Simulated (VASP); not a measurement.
Input of a VASP 6.6.1 run:

INCAR

```
SYSTEM = BeS
ALGO = Normal
EDIFF = 1E-6
ENCUT = 520
GGA = PE
ISIF = 2
ISMEAR = 0
LASPH = .True.
LCHARG = .False.
LREAL = .False.
LWAVE = .False.
NBANDS = 11
NELM = 100
PREC = Accurate
SIGMA = 0.01
```

File KPOINTS:

```
k-points
0
Gamma
  8 8 8
  0 0 0
```

The input POSCAR:

```
BeS
1.0
    0.0000000000      2.3146113647      2.3146113647
    2.3146113647      0.0000000000      2.3146113647
    2.3146113647      2.3146113647      0.0000000000
Be S
1 1
Direct
    0.0000000000      0.0000000000      0.0000000000
    0.5000000000      0.5000000000      0.5000000000
```

Potentials or basis: VASP PAW PBE potentials, release 64 (Be, S).

Launch:

```bash
$ cat potpaw_PBE.64/Be/POTCAR potpaw_PBE.64/S/POTCAR > POTCAR
$ mpirun -np 1 vasp_std > vasp.out
```

(1) Predict the band gap on the k mesh.

(2) Predict the pressure.

Results:

(1) 1.00 eV, indirect (least direct gap 4.16 eV).

(2) 0.0 GPa.
